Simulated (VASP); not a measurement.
Here is a VASP 6.6.1 calculation.

Contents of INCAR:

```
  PREC = Accurate
  ENCUT = 520
  EDIFF = 1E-6
  ISMEAR = 0
  SIGMA = 0.1
  LREAL = False
  LASPH = True
  NELM = 60
  ALGO = Fast
  ISIF = 2
  LWAVE = False
  LCHARG = False
  GGA = PE
  NBANDS = 32
```

Contents of KPOINTS:

```
regular mesh
0
Gamma
  12 12 4
```

Contents of POSCAR:

```
Rb3CuAu
1.0
    4.5416178729      0.0000000000      0.0000000000
   -2.2708089365      3.9331564522      0.0000000000
    0.0000000000      0.0000000000     14.3587580096
Rb Cu Au
3 1 1
Direct
    0.3333333333      0.6666666667      0.1254463486
    0.0000000000      0.0000000000      0.4319464300
    0.6666666667      0.3333333333      0.7476293533
    0.0000000000      0.0000000000      0.9158110033
    0.3333333333      0.6666666667      0.9035689647
```

Potentials or basis: VASP PAW PBE potentials, release 64 (Rb_sv, Cu, Au).

The run is started by

```console
$ cat potpaw_PBE.64/Rb_sv/POTCAR potpaw_PBE.64/Cu/POTCAR potpaw_PBE.64/Au/POTCAR > POTCAR
$ mpirun -np 1 vasp_std > vasp.out
```

Predict the pressure.

0.0 GPa.

Estimate the band gap on the k mesh.

zero (an odd number of electrons rules out a gap without spin polarisation).

What does it give for the largest force?

0.009 eV/Å.

Forces on the atoms (eV/Å):
```
Rb   0.000  0.000  0.001
Rb   0.000  0.000 -0.003
Rb   0.000  0.000  0.004
Cu   0.000  0.000  0.007
Au   0.000  0.000 -0.009
```

Caveat: spin-orbit coupling is left out, which moves the levels of the heavy elements.
